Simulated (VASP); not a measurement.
Here is a VASP 6.6.1 calculation.

INCAR

```
SYSTEM = Br
  ALGO = Normal
  EDIFF = 1E-6
  ENCUT = 500
  GGA = PE
  GGA_COMPAT = .FALSE.
  ISIF = 2
  ISMEAR = -1
  LASPH = .TRUE.
  LCHARG = .TRUE.
  LELF = .TRUE.
  LREAL = .FALSE.
  LVHAR = .TRUE.
  LWAVE = .FALSE.
  NBANDS = 14
  NELM = 120
  PREC = Accurate
  SIGMA = 0.01
```

The input KPOINTS:

```
k-points
0
G
  6 6 6
  0 0 0
```

POSCAR

```
Br
1.0
    0.0000000000      3.0145066803      3.0145066803
    3.0145066803      0.0000000000      3.0145066803
    3.0145066803      3.0145066803      0.0000000000
Br
2
Direct
    1.0000000000      1.0000000000      1.0000000000
    0.2500000000      0.2500000000      0.2500000000
```

Potentials or basis: VASP PAW PBE potentials, release 64 (Br).

Launch:

```console
$ cat potpaw_PBE.64/Br/POTCAR > POTCAR
$ mpirun -np 1 vasp_std > vasp.out
```

Task: What does it give for the pressure?

Result: 20.0 GPa.

Task: Estimate the band gap on the k mesh.

Result: Zero (bands 7 and 8 overlap by 2.85 eV).

Caveat: the cell stands under pressure.
